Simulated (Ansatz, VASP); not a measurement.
Two plane-wave programs on HfN

The input INCAR:

```
PREC     = Accurate       # precision mode
ENCUT    = 520            # plane-wave cutoff, eV
EDIFF    = 1E-7           # SCF threshold, eV
ISMEAR   = 0              # smearing method
SIGMA    = 0.15           # smearing width, eV
LREAL    = False          # projectors in reciprocal space
LASPH    = True           # aspherical terms in the spheres
NELM     = 80             # most SCF steps
ALGO     = Normal         # electronic algorithm
ISIF     = 2              # what is computed and relaxed
LWAVE    = False          # write WAVECAR
LCHARG   = False          # write CHGCAR
GGA      = PE             # functional
NBANDS   = 14             # bands
```

Contents of KPOINTS:

```
Automatic mesh
0
Gamma
  20 20 20
```

File POSCAR:

```
HfN
1.0
    0.0000000000      2.1883595026      2.4071954529
    2.1883595026      0.0000000000      2.4071954529
    2.1883595026      2.1883595026      0.0000000000
Hf N
1 1
Direct
    0.0000000000      0.0000000000      0.0000000000
    0.5000000000      0.5000000000      0.5000000000
```

Input for Ansatz:

```yaml
crystal:
  lattice:
    - [0.0, 2.1883595026, 2.4071954529]
    - [2.1883595026, 0.0, 2.4071954529]
    - [2.1883595026, 2.1883595026, 0.0]
  atoms:
    - { symbol: Hf, position: [0.0, 0.0, 0.0] }
    - { symbol: "N", position: [0.5, 0.5, 0.5] }
basis:
  ecutwfc: 420
kpoints:
  mp_grid: { grid: [20, 20, 20] }
hamiltonian:
  xc: pbe
scf:
  occupations: { method: gaussian, width: 0.15 }
output:
  forces: true
  stress: true
  eigenvalues: true
```

Alike in both runs: task single point; functional PBE; k mesh 20 × 20 × 20; occupations gaussian, width 0.15 eV; no spin polarisation.

|  | VASP | Ansatz |
| --- | --- | --- |
| version | VASP 6.6.1 | Ansatz 0.2.0 |
| potentials or method | VASP PAW PBE potentials, release 64 (Hf_pv, N), cutoff 520 eV | scalar-relativistic, plane waves, PAW |
| valence electrons in the cell | 15 | 31 |

VASP gave:

- gap on the k mesh at the Fermi level (eV): none
- pressure (GPa): 8.7
- traceless stress, the component that is largest in VASP (GPa): -28.07

What did Ansatz give for the same quantities?

gap on the k mesh at the Fermi level (eV): none; pressure (GPa): 11.0; traceless stress, the component that is largest in VASP (GPa): -28.33.

A gap of «none» marks a metal or a gap that the smearing closes. VASP's potentials hold 15 valence electrons a cell and Ansatz's 31, so a difference there can come from the potentials and not from the codes.

Spin-orbit coupling is off throughout.
